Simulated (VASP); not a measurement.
Crystal: Si3Bi.

```
Si Bi
1.0
     5.04366    0.00000    0.00000
    -2.52183    4.36794    0.00000
     0.00000    0.00000    3.89616
Si Bi
3 1
Direct
  0.50000 0.00000 0.00000
  0.00000 0.50000 0.00000
  0.50000 0.50000 0.00000
  0.00000 0.00000 0.50000
```

* Program: VASP 6.6.1
* Task: relaxation of cell and atoms
* Functional: PBE
* Potentials or basis: VASP PAW PBE potentials, release 64 (Si, Bi_d)
* Cutoff: 600 eV
* k mesh: 12 × 12 × 12
* Occupations: gaussian, width 0.1 eV
* Spin: no spin polarisation

At the start: pressure -0.3 GPa; volume 21.46 Å³/atom.

Problem. Where does the relaxation end?

Solution. Over 7 steps the energy falls by 5.8 meV/atom and the volume is 21.75 Å³/atom (+1.4 %); space group P6/mmm (No. 191, to 0.05 Å).

Step by step:
```tsv
step	energy change (eV)	largest force (eV/Å)	pressure (GPa)	volume (Å³)
1	0.0000	0.0000	-0.26	85.83
2	-0.0083	0.0000	0.35	85.39
3	-0.0120	0.0000	1.35	84.69
4	-0.0156	0.0000	1.22	85.05
5	-0.0202	0.0000	0.83	86.10
6	-0.0227	0.0000	0.35	86.61
7	-0.0232	0.0000	-0.01	87.02
```

Final structure:
```xyz
4
Lattice="4.9703 0.0000 0.0000 -2.4851 4.3044 0.0000 0.0000 0.0000 4.0673" Properties=species:S:1:pos:R:3 pbc="T T T"
Si    2.4851    0.0000    0.0000
Si   -1.2426    2.1522    0.0000
Si    1.2426    2.1522    4.0673
Bi    0.0000    0.0000    2.0337
```
